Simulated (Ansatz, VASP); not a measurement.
**Sn in VASP and in Ansatz**

```
Sn
1.0
    -1.75561    1.75561    1.75561
     1.75561   -1.75561    1.75561
     1.75561    1.75561   -1.75561
Sn
1
Cartesian
  0.0000 0.0000 0.0000
```

Change from the starting cell: volume scaled by 0.85, LAPW.

Alike in both runs: task single point; functional LDA; k mesh 14 × 14 × 14; occupations fermi-dirac, width 0.08 eV; no spin polarisation.

```csv
,VASP,Ansatz
version,VASP 6.6.1,Ansatz 0.2.0
potentials or method,"VASP PAW LDA potentials, release 64 (Sn_d), cutoff 520 eV","all-electron LAPW, scalar-relativistic"
```

|  | VASP | Ansatz | Ansatz less VASP |
| --- | --- | --- | --- |
| pressure (GPa) | 14.4 | 14.3 | -0.10 |

LDA's correlation is that of Perdew and Zunger in VASP and of Perdew and Wang (1992) in Ansatz. Ansatz ran all-electron here, and VASP with PAW potentials.
